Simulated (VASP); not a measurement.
# Nb (P6/mmm) in VASP: notebook, part 2 of 2

VASP 6.6.1. Earlier steps stand in the parts before.

### 5 Single point, PBE

This run uses another cell than the first one: it holds 3 atoms, not 1.

The input, INCAR:

```
SYSTEM = Nb
PREC     = Accurate       ! precision mode
ENCUT    = 520            ! plane-wave cutoff, eV
EDIFF    = 1E-6           ! SCF threshold, eV
ISMEAR   = -1             ! smearing method
SIGMA    = 0.1            ! smearing width, eV
LREAL    = .FALSE.        ! projectors in reciprocal space
LASPH    = .TRUE.         ! aspherical terms in the spheres
NELM     = 60             ! most SCF steps
ALGO     = Normal         ! electronic algorithm
ISIF     = 2              ! what is computed and relaxed
LWAVE    = .FALSE.        ! write WAVECAR
LCHARG   = .TRUE.         ! write CHGCAR
GGA      = PE             ! functional
LELF     = .TRUE.         ! ELF
LVHAR    = .TRUE.       
NBANDS   = 26             ! bands
```

The input, KPOINTS:

```
regular mesh
0
G
  9 9 13
  0 0 0
```

The input, POSCAR:

```
Nb
1.0
    4.1133602764      0.0000000000      0.0000000000
   -2.0566801382      3.5622744943      0.0000000000
    0.0000000000      0.0000000000      2.3200792014
Nb
3
Direct
    0.0000000000      0.0000000000      0.0000000000
    0.3333333333      0.6666666667      0.5000000000
    0.6666666667      0.3333333333      0.5000000000
```

Potentials or basis: VASP PAW PBE potentials, release 64 (Nb_sv).

Started as:

```console
> cat potpaw_PBE.64/Nb_sv/POTCAR > POTCAR
> mpirun -np 1 vasp_std > vasp.out
```

OUTCAR:

```text
SYSTEM = Nb
   PREC = Accurate
   ENCUT = 520
   EDIFF = 1E-6
   ISMEAR = -1
   LREAL = .FALSE.
   LASPH = .TRUE.
   NELM = 60
   ISIF = 2
   GGA = PE

 ion  position               nearest neighbor table
   1  0.000  0.000  0.000-   2 2.64   3 2.64   2 2.64   3 2.64   3 2.64   3 2.64   2 2.64   2 2.64
                             3 2.64   3 2.64   2 2.64   2 2.64
   2  0.333  0.667  0.500-   3 2.37   3 2.37   3 2.37   1 2.64   1 2.64   1 2.64   1 2.64   1 2.64
                             1 2.64
   3  0.667  0.333  0.500-   2 2.37   2 2.37   2 2.37   1 2.64   1 2.64   1 2.64   1 2.64   1 2.64
                             1 2.64

  LATTYP: Found a hexagonal cell.
 ALAT       =     4.1133602764
 C/A-ratio  =     0.5640350092

  Lattice vectors:

 A1 = (   4.1133602764,   0.0000000000,   0.0000000000)
 A2 = (  -2.0566801382,   3.5622744943,   0.0000000000)
 A3 = (   0.0000000000,   0.0000000000,   2.3200792014)

Analysis of symmetry for initial positions (statically):
=====================================================================
 Subroutine PRICEL returns:
 Original cell was already a primitive cell.

 Routine SETGRP: Setting up the symmetry group for a
 hexagonal supercell.

 Subroutine GETGRP returns: Found 24 space group operations
 (whereof 24 operations were pure point group operations)
 out of a pool of 24 trial point group operations.

The static configuration has the point symmetry D_6h.

Analysis of symmetry for dynamics (positions and initial velocities):
=====================================================================
 Subroutine PRICEL returns:
 Original cell was already a primitive cell.

 Routine SETGRP: Setting up the symmetry group for a
 hexagonal supercell.

 Subroutine GETGRP returns: Found 24 space group operations
 (whereof 24 operations were pure point group operations)
 out of a pool of 24 trial point group operations.

The dynamic configuration has the point symmetry D_6h.

[... 111 lines left out ...]
   NELECT =      39.0000    total number of electrons
   NUPDOWN=      -1.0000    fix difference up-down
   EMIN   =  10.00;   EMAX   =-10.00  energy-range for DOS
   EFERMI =   0.00;   METHOD = LEGACY
   ISMEAR =    -1;   SIGMA  =   0.10  broadening in eV -4-tet -1-fermi 0-gaus
   EFERMI_NEDOS =   21; number of points for ismear=-14 and -15
   IALGO  =     38    algorithm
   IMIX   =      4    mixing-type and parameters
     AMIX     =   0.40;   BMIX     =  1.00
     AMIX_MAG =   1.60;   BMIX_MAG =  1.00
  volume/ion in A,a.u.               =      11.33        76.47
  Fermi-wavevector in a.u.,A,eV,Ry     =   1.713776  3.238567 39.960694  2.937028
  Thomas-Fermi vector in A             =   2.791457
   LORBIT       =      0    0 simple, 1 ext, 2 COOP (PROOUT), +10 PAW based schemes
   GGA     = PE    functional components
   LHFCALC =     F    Hartree Fock is set to
   AEXX    =    0.0000 exact exchange contribution
   IVDW    =     0    specifies the selected vdW correction
   LEPSILON=     F    determine dielectric tensor
   LRPA    =     F    only Hartree local field effects (RPA)
 non-spin polarized calculation
  energy-cutoff  :      520.00
  volume of cell :       34.00
 maximum number of plane-waves:       932
 NGX is ok and might be reduce to    32

 number of electron      38.9999999 magnetization

 Free energy of the ion-electron system (eV)
  ---------------------------------------------------
  ext. energy  EPLUGINS =         0.00000000
  ---------------------------------------------------
  free energy    TOTEN  =       -21.04064510 eV

  energy without entropy =      -20.98875826  energy(sigma->0) =      -21.01470168

 E-fermi :  19.5891     XC(G=0): -15.0960

 val. band max:       19.5222129861   @ k =   0.1111   0.1111   0.1538
 cond. band min:      19.5892730034   @ k =   0.1111   0.0000   0.1538
 fundamental gap:      0.0670600173
 Fermi energy:        19.5891411853

 k-point     1 :       0.0000    0.0000    0.0000
  band No.  band energies     occupation
      1     -35.9837      2.00000
      2     -34.6237      2.00000
      3     -34.5634      2.00000
      4     -12.9461      2.00000
      5     -12.9461      2.00000
      6     -12.2236      2.00000
[... 685 lines left out ...]
     25      24.8755      0.00000
     26      24.8759      0.00000

 [... further k-points ...]
[... 5 lines left out ...]
  --------------------------------------------------------------------------------------
  -------------------------------------------------------------------------------------
  Total       42.4005179     42.4005179     42.4903195      0.0000000     -0.0000000      0.0000000
  in kB     1998.2729142   1998.2729143   2002.5051293      0.0000000     -0.0000000      0.0000000
  external PRESSURE =    1999.6836526 kB  Pullay stress =       0.0000000 kB

 VOLUME and BASIS-vectors are now :
 -----------------------------------------------------------------------------
  energy-cutoff  :      520.00
  volume of cell :       34.00
      direct lattice vectors                 reciprocal lattice vectors
     4.113360276  0.000000000  0.000000000     0.243110239  0.140359762  0.000000000
    -2.056680138  3.562274494  0.000000000     0.000000000  0.280719524  0.000000000
     0.000000000  0.000000000  2.320079201     0.000000000  0.000000000  0.431019768

 POSITION                                       TOTAL-FORCE (eV/Angst)
 -----------------------------------------------------------------------------------
      0.00000      0.00000      0.00000        -0.000000      0.000000      0.000000
     -0.00000      2.37485      1.16004         0.000000      0.000000      0.000000
      2.05668      1.18742      1.16004         0.000000      0.000000      0.000000
 -----------------------------------------------------------------------------------
    total drift:                               -0.000000      0.000000      0.000000

  FREE ENERGIE OF THE ION-ELECTRON SYSTEM (eV)
  ---------------------------------------------------
  free  energy   TOTEN  =       -21.0406450999 eV

  energy  without entropy=      -20.9887582616  energy(sigma->0) =      -21.01470168
```

stdout:

```text
POSCAR found type information on POSCAR Nb
 POSCAR found :  1 types and       3 ions
 scaLAPACK will be used
 LDA part: xc-table for (Slater+PW92), standard interpolation
 POSCAR, INCAR and KPOINTS ok, starting setup
 FFT: planning ... GRIDC
 FFT: planning ... GRID_SOFT
 FFT: planning ... GRID
 WAVECAR not read
 entering main loop
```

Run time: 60 s. Hardware: 1 thread of Intel Xeon 6975P-C, shared host; peak memory 0.19 GiB.

Results:

```
Free energy : -21.0406 eV
Pressure    : 200.0 GPa
```

Stress tensor (GPa, compression positive):
```
199.83   0.00   0.00
  0.00 199.83   0.00
  0.00   0.00 200.25
```

### 6 Relaxation of cell and atoms, PBE, target pressure 200 GPa, at which the enthalpy is minimised

This run uses another cell than the first one: it holds 3 atoms, not 1.

The input, INCAR:

```
PREC = Accurate
ENCUT = 600
EDIFF = 1E-6
ISMEAR = -1
SIGMA = 0.1
LREAL = False
LASPH = True
NELM = 60
ALGO = Normal
ISIF = 3
LWAVE = False
LCHARG = False
GGA = PE
IBRION = 2
NSW = 32
EDIFFG = -0.005
PSTRESS = 2000.0
```

The input, KPOINTS:

```
Automatic mesh
0
Gamma
  9 9 13
```

POSCAR is that of step 5.

Potentials or basis: VASP PAW PBE potentials, release 64 (Nb_sv).

Started as:

```console
> cat potpaw_PBE.64/Nb_sv/POTCAR > POTCAR
> mpirun -np 1 vasp_std > vasp.out
```

It took 3.9 min on 1 thread of AMD EPYC 7R13, shared host; peak memory 0.22 GiB.

It converged, with:

```yaml
Free_energy: -21.0527 eV
Relaxed_volume: 11.33 Å³/atom
Relaxed_cell: a = 4.113 Å, b = 4.113 Å, c = 2.321 Å, α = 90.00°, β = 90.00°, γ = 120.00°
Space_group_after_relaxing_to_0.05_Å: P6/mmm (No. 191)
Energy_change_on_relaxing_the_enthalpy_is_what_falls: -2.8 meV/atom
Ionic_steps: 6
Pressure_after_relaxing: 200.0 GPa
```

The path:
| step | energy change (eV) | largest force (eV/Å) | pressure (GPa) | volume (Å³) |
| --- | --- | --- | --- | --- |
| 1 | 0.0000 | 0.0000 | 200.15 | 34.00 |
| 2 | -0.0656 | 0.0000 | 198.85 | 34.05 |
| 3 | -0.0119 | 0.0000 | 199.87 | 34.01 |
| 4 | 0.0147 | 0.0000 | 200.32 | 33.98 |
| 5 | -0.0061 | 0.0000 | 200.05 | 34.00 |
| 6 | -0.0083 | 0.0000 | 199.95 | 34.00 |

Final structure:
```
CELL_PARAMETERS angstrom
4.11306 0.00000 0.00000
-2.05653 3.56201 0.00000
0.00000 0.00000 2.32087
ATOMIC_POSITIONS crystal
Nb 0.00000 0.00000 0.00000
Nb 0.33333 0.66667 0.50000
Nb 0.66667 0.33333 0.50000
```

Levels at points of the mesh, in eV from the Fermi level:
```tsv
k point	band 17	band 18	band 19	band 20	band 21	band 22
(0.00, 0.00, 0.00)	-1.26	-1.26	-1.18	-1.18	0.09	0.09
```

Caveat: the cell is relaxed towards a set pressure, so the enthalpy falls and the energy may rise.

### 7 Summary

```tsv
task	cell	k mesh	cutoff (eV)	gap on the mesh (eV)	pressure (GPa)
single point	a = 2.410, b = 2.410, c = 2.288 Å, angles 90.0, 90.0, 120.0°, 1 atom	18 × 18 × 17	520	none	200.4
single point	a = 2.410, b = 2.410, c = 2.289 Å, angles 90.0, 90.0, 120.0°, 1 atom	18 × 18 × 17	520	none	200.2
single point	a = 4.113, b = 4.113, c = 2.320 Å, angles 90.0, 90.0, 120.0°, 3 atoms	9 × 9 × 13	520	none	200.0
relaxation of cell and atoms	relaxed to 200 GPa from a = 4.113, b = 4.113, c = 2.320 Å, angles 90.0, 90.0, 120.0°, 3 atoms	9 × 9 × 13	600	none	200.0
```

Alike in all rows: level PBE; potentials or basis VASP PAW PBE potentials, release 64 (Nb_sv); no spin polarisation; smearing fermi-dirac 0.1 eV.

Caveats: the cell is relaxed towards a set pressure, so the enthalpy falls and the energy may rise (some runs).

Total energies depend on the potentials used, so only differences within one code and one set of settings carry meaning.
